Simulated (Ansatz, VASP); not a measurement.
## B3I2 in VASP and in Ansatz

The input INCAR:

```
ALGO = Normal
EDIFF = 1E-6
EDIFFG = -0.04
ENCUT = 600
GGA = PE
IBRION = 2
ISIF = 3
ISMEAR = 0
LASPH = True
LCHARG = False
LREAL = False
LWAVE = False
NELM = 80
NSW = 90
PREC = Accurate
SIGMA = 0.1
```

File KPOINTS:

```
k-points
0
Gamma
  4 4 4
```

Contents of POSCAR:

```
B3I2
1.0
    2.2771759636     -3.7184072046      0.0000000000
    2.2771759636      3.7184072046      0.0000000000
    0.0000000000      0.0000000000      7.1951177858
B I
3 2
Direct
    0.3804094371      0.6195905629      0.0000000000
    0.6195905629      0.3804094371      0.0000000000
    0.5000000000      0.5000000000      0.5000000000
    0.0000000000      0.5000000000      0.0000000000
    0.5000000000      0.0000000000      0.0000000000
```

Input for Ansatz:

```yaml
crystal:
  lattice:
    - [2.2771759636, -3.7184072046, 0.0]
    - [2.2771759636, 3.7184072046, 0.0]
    - [0.0, 0.0, 7.1951177858]
  atoms:
    - { symbol: B, position: [0.3804094371, 0.6195905629, 0.0] }
    - { symbol: B, position: [0.6195905629, 0.3804094371, 0.0] }
    - { symbol: B, position: [0.5, 0.5, 0.5] }
    - { symbol: I, position: [0.0, 0.5, 0.0] }
    - { symbol: I, position: [0.5, 0.0, 0.0] }
basis:
  ecutwfc: 420
kpoints:
  mp_grid: { grid: [4, 4, 4] }
hamiltonian:
  xc: pbe
scf:
  occupations: { method: gaussian, width: 0.1 }
  lower_state_search: "off"
output:
  forces: true
  stress: true
  eigenvalues: true
relax:
  adjacent_minimum: "off"
  f_tol: 0.04
  max_steps: 70
  cell: { stress_tol: 0.4 }
```

Alike in both runs: task relaxation of cell and atoms; functional PBE; k mesh 4 × 4 × 4; occupations gaussian, width 0.1 eV; no spin polarisation.

```csv
,VASP,Ansatz
version,VASP 6.6.1,Ansatz 0.2.0
potentials or method,"VASP PAW PBE potentials, release 64 (B, I), cutoff 600 eV","scalar-relativistic, plane waves, PAW"
valence electrons in the cell,23,43
```

VASP gave:

* gap on the k mesh at the Fermi level, each at its own relaxed structure (eV): none
* relaxed volume (Å³/atom): 23.54
* relaxed cell length with the largest relative difference (Å): 6.447

Task: What did Ansatz give for the same quantities?

Result: gap on the k mesh at the Fermi level, each at its own relaxed structure (eV): none; relaxed volume (Å³/atom): 23.90; relaxed cell length with the largest relative difference (Å): 6.454.

A gap of «none» marks a metal or a gap that the smearing closes. VASP's potentials hold 23 valence electrons a cell and Ansatz's 43, so a difference there can come from the potentials and not from the codes.

The k mesh is coarse, so the values compare programs but aren't converged. Neither program's run includes spin-orbit coupling.
